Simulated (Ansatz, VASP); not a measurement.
# Two plane-wave programs on Co

```
CELL_PARAMETERS angstrom
2.49352 0.00000 0.00000
-1.24676 2.15945 0.00000
0.00000 0.00000 4.02778
ATOMIC_POSITIONS crystal
Co 0.33333 0.66667 0.25000
Co 0.66667 0.33333 0.75000
```

Alike in both runs: functional PBE; k mesh 14 × 14 × 8; occupations fermi-dirac, width 0.05 eV; collinear spin.

Ansatz relaxed the structure, and its values are those at the end. VASP's run is a single point on that final structure, the one shown.

```csv
,VASP,Ansatz
version,VASP 6.6.1,Ansatz 0.2.0
potentials or method,"VASP PAW PBE potentials, release 64 (Co), cutoff 520 eV","plane waves (420 eV) with PAW, scalar-relativistic"
valence electrons in the cell,18,34
```

Ansatz gave:

| Quantity | Value |
| --- | --- |
| pressure (GPa) | 0.0 |
| net moment per atom (μB) | 1.59 |
| size of the moment on the site where the two differ most (μB) | 1.67 |

Estimate VASP's values.

pressure (GPa): -0.8; net moment per atom (μB): 1.58; size of the moment on the site where the two differ most (μB): 1.60.

Site moments also hang on the region over which each program counts them. VASP's potentials hold 18 valence electrons a cell and Ansatz's 34, so a difference there can come from the potentials and not from the codes.
